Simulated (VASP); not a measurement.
Here is a VASP 6.6.1 calculation.

The input POSCAR:

```
Ca2SeO
1.0
    1.8846278419      1.0880903919      6.2920270394
   -1.8846278419      1.0880903919      6.2920270394
    0.0000000000     -2.1761807837      6.2920270394
O Se Ca
1 1 2
Direct
    1.0000000000      0.0000000000      0.0000000000
    0.5000000000      0.5000000000      0.5000000000
    0.2639739701      0.2639739701      0.2639739701
    0.7360260299      0.7360260299      0.7360260299
```

Contents of INCAR.step1:

```
PREC = Accurate
ENCUT = 520
ISMEAR = -1
SIGMA = 0.02
LREAL = F
LASPH = T
NELM = 100
NBANDS = 24
GGA = PE
ALGO = Normal
EDIFF = 1E-4
LWAVE = T
LCHARG = F
```

Contents of INCAR.step2:

```
PREC = Accurate
ENCUT = 520
EDIFF = 1E-6
ISMEAR = -1
SIGMA = 0.02
LREAL = F
LASPH = T
NELM = 100
ALGO = Normal
ISIF = 2
LWAVE = F
LCHARG = F
METAGGA = R2SCAN
LMIXTAU = T
NBANDS = 24
ISTART = 1
```

KPOINTS

```
regular mesh
0
Gamma
  8 8 8
```

Potentials or basis: VASP PAW PBE potentials, release 64 (O, Se, Ca_sv).

The run is started by

```console
$ cat potpaw_PBE.64/O/POTCAR potpaw_PBE.64/Se/POTCAR potpaw_PBE.64/Ca_sv/POTCAR > POTCAR
$ cp INCAR.step1 INCAR
$ mpirun -np 1 vasp_std > vasp.out
$ cp INCAR.step2 INCAR
$ mpirun -np 1 vasp_std > vasp.out
```

(1) What does it give for the band gap on the k mesh?

(2) What does it give for the pressure?

Answers

(1) 2.10 eV, indirect (least direct gap 2.77 eV).

(2) 0.5 GPa.

Caveat: the PAW data sets were made with another functional, which shifts forces and pressure a little.
